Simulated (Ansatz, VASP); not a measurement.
**Al: VASP beside Ansatz**

Contents of INCAR:

```
SYSTEM = Al
PREC = Accurate
ENCUT = 500
EDIFF = 1E-6
ISMEAR = -1
SIGMA = 0.032
LREAL = .False.
LASPH = .True.
NELM = 120
ALGO = Normal
ISIF = 2
LWAVE = .False.
LCHARG = .True.
GGA = RP
IVDW = 12
LELF = .True.
LVHAR = .True.
NBANDS = 8
GGA_COMPAT = .False.
```

KPOINTS

```
regular mesh
0
Gamma
  4 4 4
  0 0 0
```

The input POSCAR:

```
Al
1.0
   -1.5912186900      1.5912186900      1.5912186900
    1.5912186900     -1.5912186900      1.5912186900
    1.5912186900      1.5912186900     -1.5912186900
Al
1
Direct
    0.0000000000      0.0000000000      0.0000000000
```

Input for Ansatz:

```yaml
crystal:
  lattice:
    - [-1.59121869, 1.59121869, 1.59121869]
    - [1.59121869, -1.59121869, 1.59121869]
    - [1.59121869, 1.59121869, -1.59121869]
  atoms:
    - { symbol: Al, position: [0.0, 0.0, 0.0] }
basis:
  ecutwfc: 420
  ecutrho_ratio: 4
kpoints:
  mp_grid: { grid: [4, 4, 4] }
hamiltonian:
  xc: rpbe
  dispersion: d3bj
scf:
  occupations: { method: fermi_dirac, width: 0.032 }
  n_extra_bands: 3
  eigensolver: { real_solve: false }
  max_iter: 79
output:
  forces: true
  stress: true
  eigenvalues: true
```

Alike in both runs: task single point; functional RPBE; dispersion D3(BJ); k mesh 4 × 4 × 4; occupations fermi-dirac, width 0.032 eV; no spin polarisation.

```csv
,VASP,Ansatz
version,VASP 6.6.1,Ansatz 0.2.0
potentials or method,"VASP PAW PBE potentials, release 64 (Al), cutoff 500 eV","scalar-relativistic, plane waves, PAW"
valence electrons in the cell,3,3
```

|  | VASP | Ansatz | Ansatz less VASP |
| --- | --- | --- | --- |
| gap on the k mesh at the Fermi level (eV) | none | none | - |
| pressure (GPa) | -16.6 | -16.5 | +0.05 |

VASP's potentials were made for PBE, not for RPBE. A gap of «none» marks a metal or a gap that the smearing closes.

The k mesh is coarse, so the values compare programs but aren't converged.
